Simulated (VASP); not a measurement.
# Mg32S33 (a cell with a defect) in VASP: single point with PBEsol

Aim: the single point of Mg32S33 (a cell with a defect) with PBEsol.

All numbers are computed with VASP 6.6.1; they aren't measurements. Logs are shortened: lines on timing, memory, paths and dates and some standing lists are left out, and cuts for length are marked.

## Step 1: The cell of the first run

The cell holds a defect, 65 atoms: a = 10.364 Å, b = 10.364 Å, c = 10.364 Å, α = 90.00°, β = 90.00°, γ = 90.00°.

## Step 2: Single point, PBEsol, collinear spin

Contents of INCAR:

```
ALGO = Normal
EDIFF = 1E-6
ENCUT = 400
GGA = PS
GGA_COMPAT = F
ISIF = 2
ISMEAR = -1
ISPIN = 2
ISYM = -1
LASPH = T
LCHARG = F
LORBIT = 11
LREAL = Auto
LWAVE = F
MAGMOM = 0 0 0 0.091 0 0 0 0 0 0 0 0 0 0.091 0 0.091 0 0 0 0 0 0 0.091 0.091 0 0 0 0 0 0 0 0 0.091 0 0 0 0 0 0 0 0.091 0 0.091 0 0.091 0 0 0 0 0 0 0.091 0.091 0 0 0 0 0 0 0 0 0 0 0 0
NBANDS = 173
NELECT = 261.0
NELM = 200
PREC = Accurate
SIGMA = 0.05
```

Contents of KPOINTS:

```
explicit points
1
Reciprocal
  0.25000000   0.25000000   0.25000000 1
```

Contents of POSCAR:

```
Mg32S33
1.0
   10.3639610000      0.0000000000      0.0000000000
    0.0000000000     10.3639610000      0.0000000000
    0.0000000000      0.0000000000     10.3639610000
S Mg
33 32
Direct
    0.2519220000      0.0000320000      0.0003190000
    0.2519360000      0.0000290000      0.5003000000
    0.2519150000      0.5000390000      0.0002820000
    0.1862820000      0.5602160000      0.4646940000
    0.7519290000      0.0000330000      0.0003140000
    0.7519400000      0.0000420000      0.5003180000
    0.7519130000      0.5000360000      0.0002980000
    0.7519730000      0.5000280000      0.5003070000
    0.0018760000      0.2502660000      0.0013530000
    0.0021200000      0.2494020000      0.5010340000
    0.0015790000      0.7499240000      0.9974120000
    0.9961940000      0.7555830000      0.4971270000
    0.5022640000      0.2501560000      0.0031900000
    0.5077390000      0.2444450000      0.5034400000
    0.5019730000      0.7498110000      0.9992440000
    0.5017010000      0.7507760000      0.4995280000
    0.0015500000      0.0024080000      0.2498000000
    0.0026200000      0.9984690000      0.7492950000
    0.9966490000      0.5015370000      0.2444990000
    0.0052410000      0.4983370000      0.7493710000
    0.5012270000      0.0015950000      0.2512950000
    0.5023000000      0.9976580000      0.7508200000
    0.4986120000      0.5017450000      0.2511650000
    0.5072100000      0.4985450000      0.7560790000
    0.2513180000      0.2549620000      0.2543970000
    0.2521230000      0.2429220000      0.7580500000
    0.2517080000      0.7571300000      0.2425580000
    0.2525340000      0.7451140000      0.7462130000
    0.7514080000      0.2521320000      0.2520160000
    0.7539530000      0.2496750000      0.7512900000
    0.7499160000      0.7503750000      0.2493470000
    0.7524480000      0.7479360000      0.7485760000
    0.3180080000      0.4395970000      0.5358610000
    0.0013670000      0.9999740000      0.9995710000
    0.9976940000      0.9992610000      0.4993650000
    0.0002760000      0.5002350000      0.9979620000
    0.9761430000      0.4892760000      0.5065380000
    0.5024900000      0.0001020000      0.0010290000
    0.5061550000      0.0008260000      0.5012290000
    0.5035550000      0.4998470000      0.0026000000
    0.5278420000      0.5110950000      0.4938550000
    0.2520320000      0.2467640000      0.0031740000
    0.2440200000      0.2259830000      0.5015780000
    0.2518080000      0.7533100000      0.9974430000
    0.2596530000      0.7740600000      0.4990790000
    0.7519590000      0.2487460000      0.0015430000
    0.7513240000      0.2450450000      0.5018530000
    0.7518960000      0.7513280000      0.9990680000
    0.7525720000      0.7550790000      0.4987690000
    0.2512870000      0.0026530000      0.2456200000
    0.2525600000      0.9973990000      0.7550110000
    0.2510070000      0.5046600000      0.2344670000
    0.2527800000      0.4953930000      0.7660930000
    0.7512820000      0.0011970000      0.2492590000
    0.7525750000      0.9988630000      0.7513590000
    0.7492970000      0.5013500000      0.2461360000
    0.7545930000      0.4987010000      0.7544420000
    0.0005920000      0.2509350000      0.2486570000
    0.0032210000      0.2467330000      0.7538240000
    0.0003780000      0.7532050000      0.2470410000
    0.0020430000      0.7499110000      0.7475100000
    0.5017990000      0.2501510000      0.2531130000
    0.5034860000      0.2468470000      0.7535500000
    0.5006160000      0.7533650000      0.2467530000
    0.5032540000      0.7491450000      0.7519340000
```

Potentials or basis: VASP PAW PBE potentials, release 64 (S, Mg).

The run is started by

```bash
cat potpaw_PBE.64/S/POTCAR potpaw_PBE.64/Mg/POTCAR > POTCAR
mpirun -np 1 vasp_std > vasp.out
```

OUTCAR:

```text
EDIFF = 1E-6
   ENCUT = 400
   GGA = PS
   ISIF = 2
   ISMEAR = -1
   ISPIN = 2
   ISYM = -1
   LASPH = T
   LORBIT = 11
   LREAL = Auto
   NELECT = 261.0
   NELM = 200
   PREC = Accurate

 ion  position               nearest neighbor table
   1  0.252  0.000  0.000-  50 2.54  51 2.54  44 2.56  42 2.56  34 2.60  38 2.60
   2  0.252  0.000  0.500-  43 2.34  45 2.34  39 2.63  35 2.63  50 2.64  51 2.64
   3  0.252  0.500  0.000-  52 2.43  53 2.43  36 2.61  40 2.61  44 2.63  42 2.63
   4  0.186  0.560  0.465-  33 1.99  37 2.34  45 2.37  52 2.54
   5  0.752  0.000  0.000-  48 2.58  46 2.58  54 2.58  55 2.58  34 2.59  38 2.59
   6  0.752  0.000  0.500-  49 2.54  47 2.54  35 2.55  39 2.55  55 2.60  54 2.60
   7  0.752  0.500  0.000-  56 2.55  57 2.55  40 2.57  36 2.57  46 2.60  48 2.60
   8  0.752  0.500  0.500-  41 2.33  37 2.33  57 2.63  56 2.63  47 2.64  49 2.64
   9  0.002  0.250  0.001-  58 2.56  59 2.57  46 2.59  36 2.59  42 2.59  34 2.59
  10  0.002  0.249  0.501-  37 2.50  43 2.52  35 2.59  47 2.60  58 2.62  59 2.62
[... 20 lines left out ...]
  31  0.750  0.750  0.249-  56 2.58  64 2.58  49 2.59  48 2.59  60 2.60  54 2.60
  32  0.752  0.748  0.749-  65 2.58  57 2.58  61 2.59  49 2.59  48 2.60  55 2.60
  33  0.318  0.440  0.536-   4 1.99  41 2.34  43 2.37  53 2.55
  34  0.001  1.000  1.000-   5 2.59  11 2.59  17 2.59  18 2.59   9 2.59   1 2.60  59 3.61  60 3.62
                            51 3.63  50 3.63  55 3.64  44 3.64  42 3.65  48 3.65  46 3.65
  35  0.998  0.999  0.499-  12 2.53   6 2.55  17 2.59  18 2.59  10 2.59   2 2.63  43 3.47  45 3.58
                            49 3.59  47 3.61  54 3.64  55 3.64  61 3.65  60 3.65
  36  0.000  0.500  0.998-  19 2.56   7 2.57  20 2.58  11 2.59   9 2.59   3 2.61  53 3.55  52 3.57
                            57 3.59  59 3.65
  37  0.976  0.489  0.507-   8 2.33   4 2.34  10 2.50  20 2.54  19 2.73  12 2.77  47 3.44  57 3.45
                            56 3.58  49 3.60  59 3.60  58 3.65
  38  0.502  0.000  0.001-   5 2.59  13 2.59  22 2.59  21 2.59  15 2.59   1 2.60  64 3.61  63 3.62
                            50 3.63  51 3.63  54 3.64  42 3.64  44 3.65  46 3.65  48 3.65
  39  0.506  0.001  0.501-  14 2.53   6 2.55  22 2.59  21 2.59  16 2.59   2 2.63  45 3.47  43 3.58
                            47 3.59  49 3.61  55 3.64  54 3.64  62 3.65  63 3.65
  40  0.504  0.500  0.003-  24 2.56   7 2.57  23 2.58  13 2.59  15 2.59   3 2.61  52 3.55  53 3.57
                            56 3.59  64 3.65
  41  0.528  0.511  0.494-   8 2.33  33 2.34  16 2.50  23 2.54  24 2.73  14 2.77  49 3.44  56 3.45
                            57 3.58  64 3.60  47 3.60  65 3.65
  42  0.252  0.247  0.003-  26 2.54   1 2.56   9 2.59  13 2.59  25 2.61   3 2.63  53 3.56  50 3.57
                            52 3.59  58 3.64  38 3.64  34 3.65  51 3.65  59 3.65
  43  0.244  0.226  0.502-   2 2.34  33 2.37  10 2.52  25 2.58  26 2.67  14 2.74  35 3.47  50 3.52
                            51 3.54  39 3.58  59 3.62  58 3.65
  44  0.252  0.753  0.997-  27 2.54   1 2.56  15 2.59  11 2.59  28 2.61   3 2.63  52 3.56  51 3.57
                            53 3.59  65 3.64  34 3.64  38 3.65  50 3.65  64 3.65
  45  0.260  0.774  0.499-   2 2.34   4 2.37  16 2.52  28 2.58  27 2.67  12 2.74  39 3.47  51 3.52
                            50 3.54  35 3.58  64 3.62  65 3.65
  46  0.752  0.249  0.002-   5 2.58  13 2.59   9 2.59  30 2.59  29 2.60   7 2.60  54 3.63  58 3.63
                            63 3.64  57 3.64  56 3.64  38 3.65  34 3.65  59 3.66
  47  0.751  0.245  0.502-  14 2.52   6 2.54  30 2.59  29 2.59  10 2.60   8 2.64  37 3.44  39 3.59
                            41 3.60  35 3.61  55 3.63  54 3.64  62 3.65
  48  0.752  0.751  0.999-   5 2.58  11 2.59  15 2.59  31 2.59  32 2.60   7 2.60  55 3.63  65 3.63
                            60 3.64  56 3.64  57 3.64  34 3.65  38 3.65  64 3.66
  49  0.753  0.755  0.499-  12 2.52   6 2.54  31 2.59  32 2.59  16 2.60   8 2.64  41 3.44  35 3.59
                            37 3.60  39 3.61  54 3.63  55 3.64  61 3.65
  50  0.251  0.003  0.246-   1 2.54  27 2.54  17 2.59  21 2.59  25 2.62   2 2.64  43 3.52  45 3.54
                            42 3.57  38 3.63  34 3.63  44 3.65  62 3.65  64 3.65  58 3.66
  51  0.253  0.997  0.755-   1 2.54  26 2.54  22 2.59  18 2.59  28 2.62   2 2.64  45 3.52  43 3.54
                            44 3.57  34 3.63  38 3.63  42 3.65  61 3.65  59 3.65  65 3.66
  52  0.251  0.505  0.234-   3 2.43   4 2.54  23 2.57  25 2.60  27 2.62  19 2.64  40 3.55  44 3.56
                            36 3.57  42 3.59  64 3.65
  53  0.253  0.495  0.766-   3 2.43  33 2.55  20 2.57  28 2.60  26 2.62  24 2.64  36 3.55  42 3.56
                            40 3.57  44 3.59  59 3.65
  54  0.751  0.001  0.249-   5 2.58  21 2.59  17 2.59  31 2.60  29 2.60   6 2.60  46 3.63  49 3.63
                            47 3.64  35 3.64  38 3.64  60 3.64  39 3.64  62 3.65  64 3.65  58 3.66
  55  0.753  0.999  0.751-   5 2.58  18 2.59  22 2.59  30 2.60  32 2.60   6 2.60  48 3.63  47 3.63
                            49 3.64  39 3.64  34 3.64  63 3.64  35 3.64  61 3.65  59 3.65  65 3.66
  56  0.749  0.501  0.246-   7 2.55  19 2.56  31 2.58  29 2.58  23 2.60   8 2.63  41 3.45  37 3.58
                            40 3.59  48 3.64  46 3.64  62 3.66
  57  0.755  0.499  0.754-   7 2.55  24 2.56  30 2.58  32 2.58  20 2.60   8 2.63  37 3.45  41 3.58
                            36 3.59  46 3.64  48 3.64  61 3.66
  58  0.001  0.251  0.249-   9 2.56  17 2.58  29 2.58  19 2.60  25 2.60  10 2.62  46 3.63  42 3.64
[... 220 lines left out ...]
  Thomas-Fermi vector in A             =   2.142406
   LORBIT       =     11    0 simple, 1 ext, 2 COOP (PROOUT), +10 PAW based schemes
   GGA     = PS    functional components
   LHFCALC =     F    Hartree Fock is set to
   AEXX    =    0.0000 exact exchange contribution
   IVDW    =     0    specifies the selected vdW correction
   LEPSILON=     F    determine dielectric tensor
   LRPA    =     F    only Hartree local field effects (RPA)
 spin polarized calculation
  energy-cutoff  :      400.00
  volume of cell :     1113.21
 maximum number of plane-waves:     20186
 NGX is ok and might be reduce to    70
   NGX = 33   NGY = 33   NGZ = 33

 number of electron     260.9999975 magnetization       0.8146927

 Free energy of the ion-electron system (eV)
  ---------------------------------------------------
  ext. energy  EPLUGINS =         0.00000000
  ---------------------------------------------------
  free energy    TOTEN  =      -296.57588267 eV

  energy without entropy =     -296.54185061  energy(sigma->0) =     -296.55886664

 E-fermi :   4.1301     XC(G=0):  -9.9420

 val. band max:        4.0134583368   @ k =   0.2500   0.2500   0.2500
 cond. band min:       4.2416050968   @ k =   0.2500   0.2500   0.2500
 fundamental gap:      0.2281467600
 Fermi energy:         4.1301236201

 spin component 1

 k-point     1 :       0.2500    0.2500    0.2500
  band No.  band energies     occupation
      1     -11.3936      1.00000
      2      -8.6679      1.00000
      3      -8.4715      1.00000
      4      -8.3489      1.00000
      5      -8.2158      1.00000
      6      -8.0406      1.00000
[... 134 lines left out ...]
    141       8.5100      0.00000
    142       8.5620      0.00000
 Fermi energy:         4.1301236201

 spin component 2

 k-point     1 :       0.2500    0.2500    0.2500
  band No.  band energies     occupation
      1     -11.2618      1.00000
      2      -8.6559      1.00000
      3      -8.4392      1.00000
      4      -8.3435      1.00000
      5      -8.2075      1.00000
      6      -8.0199      1.00000
[... 134 lines left out ...]
    141       8.5255      0.00000
    142       8.5699      0.00000
 [bands above 142 left out]

------------------------ aborting loop because EDIFF is reached ----------------------------------------

  FORCE on cell =-STRESS in cart. coord.  units (eV):
  Direction    XX          YY          ZZ          XY          YZ          ZX
  --------------------------------------------------------------------------------------
  -------------------------------------------------------------------------------------
  Total        6.3215403      6.5422712      1.7690063     -3.2640633     -6.3557259     -1.8162368
  in kB        9.0982147      9.4158996      2.5460249     -4.6977710     -9.1474160     -2.6140009
  external PRESSURE =       7.0200464 kB  Pullay stress =       0.0000000 kB

 VOLUME and BASIS-vectors are now :
 -----------------------------------------------------------------------------
  energy-cutoff  :      400.00
  volume of cell :     1113.21
      direct lattice vectors                 reciprocal lattice vectors
    10.363961000  0.000000000  0.000000000     0.096488206  0.000000000  0.000000000
     0.000000000 10.363961000  0.000000000     0.000000000  0.096488206  0.000000000
     0.000000000  0.000000000 10.363961000     0.000000000  0.000000000  0.096488206

 POSITION                                       TOTAL-FORCE (eV/Angst)
 -----------------------------------------------------------------------------------
      2.61091      0.00033      0.00331        -0.000249      0.000565     -0.000936
      2.61105      0.00030      5.18509        -0.000658      0.000675      0.000471
      2.61084      5.18238      0.00292        -0.000001     -0.000016     -0.000173
      1.93062      5.80606      4.81607         0.080816     -0.057746      0.019104
      7.79296      0.00034      0.00325        -0.000146      0.000016     -0.000428
      7.79308      0.00044      5.18528        -0.000278      0.000561     -0.000566
[... 57 lines left out ...]
      5.18836      7.80785      2.55734        -0.002298     -0.000491     -0.000669
      5.21570      7.76411      7.79301        -0.002710     -0.003910     -0.000536
 -----------------------------------------------------------------------------------
    total drift:                                0.005730     -0.002333     -0.007667

  FREE ENERGIE OF THE ION-ELECTRON SYSTEM (eV)
  ---------------------------------------------------
  free  energy   TOTEN  =      -296.5758826731 eV

  energy  without entropy=     -296.5418506140  energy(sigma->0) =     -296.55886664

 total charge

# of ion       s       p       d       tot
------------------------------------------
    1        1.309   2.489   0.000   3.798
    2        1.309   2.521   0.000   3.830
    3        1.308   2.504   0.000   3.812
    4        1.364   2.392   0.000   3.756
    5        1.308   2.483   0.000   3.791
    6        1.310   2.489   0.000   3.799
[... 57 lines left out ...]
   64        0.138   0.132   0.041   0.311
   65        0.138   0.131   0.041   0.310
--------------------------------------------------
tot         47.849  86.016   1.369 135.234

 magnetization (x)

# of ion       s       p       d       tot
------------------------------------------
    1        0.000   0.002   0.000   0.002
    2       -0.000   0.000   0.000   0.000
    3       -0.000   0.000   0.000   0.000
    4        0.003   0.119   0.000   0.122
    5        0.000   0.001   0.000   0.001
    6        0.000  -0.000   0.000  -0.000
[... 57 lines left out ...]
   64       -0.000  -0.000   0.000  -0.000
   65       -0.000  -0.000   0.000  -0.000
--------------------------------------------------
tot          0.022   0.491   0.006   0.519
```

Wall time 5.8 min (1 thread of Intel Xeon 6975P-C (Granite Rapids), shared host); peak memory 1 GiB.

What came out:

- Free energy: -296.5759 eV
- Largest force: 0.108 eV/Å
- Net moment: 0.81 μB per cell
- Site moments: S +0.00, +0.12, -0.00, +0.03, +0.07, +0.01 (each value once); Mg +0.00, -0.00 (each value once) μB
- Valence electrons inside the program's atomic spheres: S 3.80, 3.83, 3.81, 3.76, 3.79, 3.77, 3.78, 3.75 (each value once); Mg 0.31, 0.32, 0.37, 0.36, 0.33 (each value once)

Forces in eV/Å, atoms in the order of the input:
```
S    0.000  0.001 -0.001
S   -0.001  0.001  0.000
S    0.000  0.000  0.000
S    0.081 -0.058  0.019
S    0.000  0.000  0.000
S    0.000  0.001 -0.001
S    0.000  0.000 -0.001
S   -0.002  0.001  0.000
S   -0.003 -0.003  0.000
S   -0.005 -0.005  0.000
S    0.000  0.000  0.000
S   -0.013  0.012  0.003
S    0.000  0.000  0.000
S    0.013 -0.014  0.000
S    0.004  0.004 -0.001
S    0.005  0.005  0.003
S    0.000  0.001  0.001
S    0.001 -0.001 -0.001
S   -0.012 -0.002 -0.014
S   -0.008 -0.001  0.003
S    0.000  0.001  0.001
S    0.001 -0.001 -0.001
S    0.007  0.001 -0.003
S    0.012  0.001  0.013
S   -0.001 -0.009 -0.006
S    0.000 -0.005  0.006
S    0.000  0.006 -0.007
S    0.000  0.007  0.007
S   -0.001 -0.001 -0.001
S    0.000  0.000  0.001
S   -0.002  0.001 -0.001
S    0.000  0.001  0.001
S   -0.088  0.062 -0.014
Mg   0.002  0.000  0.003
Mg  -0.007 -0.002 -0.002
Mg  -0.001  0.000  0.000
Mg   0.008 -0.002  0.010
Mg   0.000  0.001 -0.001
Mg   0.005  0.001  0.001
Mg   0.000 -0.001 -0.002
Mg  -0.005  0.001 -0.009
Mg   0.003 -0.002  0.000
Mg   0.002  0.006 -0.007
Mg   0.001  0.002  0.001
Mg  -0.001 -0.009  0.006
Mg  -0.001  0.001 -0.001
Mg   0.000 -0.006 -0.001
Mg   0.001 -0.001  0.002
Mg   0.001  0.006  0.000
Mg  -0.001 -0.002 -0.005
Mg   0.004  0.003  0.004
Mg  -0.004 -0.002  0.012
Mg   0.011  0.000 -0.015
Mg   0.002 -0.001  0.002
Mg  -0.001  0.002 -0.001
Mg   0.004 -0.001 -0.006
Mg  -0.004  0.000  0.003
Mg   0.000  0.004  0.002
Mg  -0.001  0.001  0.000
Mg   0.000  0.001 -0.002
Mg   0.000 -0.002 -0.002
Mg  -0.002  0.002  0.002
Mg  -0.002  0.001  0.001
Mg  -0.002  0.000 -0.001
Mg  -0.003 -0.004 -0.001
```

Levels at points of the mesh, in eV from the Fermi level:
Spin up:
| k point | band 129 | band 130 | band 131 | band 132 | band 133 | band 134 |
| --- | --- | --- | --- | --- | --- | --- |
| (0.25, 0.25, 0.25) | -0.34 | -0.30 | -0.12 | 3.13 | 3.24 | 3.37 |
Spin down:
```tsv
k point	band 128	band 129	band 130	band 131	band 132	band 133
(0.25, 0.25, 0.25)	-0.43	-0.32	-0.29	0.11	3.14	3.26
```

Caveat: the cell carries a net charge on a neutralising background, which shifts energy and pressure; the cell is charged against a uniform background, so pressure and absolute levels hang on convention; the PAW data sets were made with another functional, which shifts forces and pressure a little.
